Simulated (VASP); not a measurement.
## Cr: single point with LDA

Cr:

```
Cr
1.0
     0.00000    2.25252    2.25252
     2.25252    0.00000    2.25252
     2.25252    2.25252    0.00000
Cr
2
Cartesian
  0.0000 0.0000 0.0000
  2.2525 2.2525 2.2525
```

This isn't the form of Cr at room conditions, which is bcc.

```
Program             : VASP 6.6.1
Task                : single point
Functional          : LDA
Potentials or basis : VASP PAW LDA potentials, release 64 (Cr_pv)
Cutoff              : 520 eV
k mesh              : 13 × 13 × 13
Occupations         : fermi-dirac, width 0.05 eV
Spin                : collinear spin, antiferromagnetic start
Starting moments    : [1.5, -1.5] μB
```

```
Pressure                                              : 10.1 GPa
Band gap on the k mesh                                : zero (filled and empty bands overlap)
Net moment                                            : 0.00 μB per cell
Valence electrons inside the program's atomic spheres : Cr 11.32
```

Levels at points of the mesh, in eV from the Fermi level:
Spin up:
```csv
k point,band 10,band 11,band 12,band 13,band 14,band 15
"(0.00, 0.00, 0.00)",-3.50,-3.50,-3.50,2.83,2.83,2.83
```
Spin down:
| k point | band 9 | band 10 | band 11 | band 12 | band 13 | band 14 | band 15 | band 16 |
| --- | --- | --- | --- | --- | --- | --- | --- | --- |
| (0.00, 0.00, 0.00) | -3.66 | -3.50 | -3.50 | -3.50 | 2.83 | 2.83 | 2.83 | 4.56 |

Wall time 88 s on 1 thread of Intel Xeon 8259CL, with other jobs on the host, peak memory 0.17 GiB.

Caveat: the cell stands under pressure; an empty level that is flat over the whole mesh can mark a ghost state of the potentials, or a narrow d or f band.
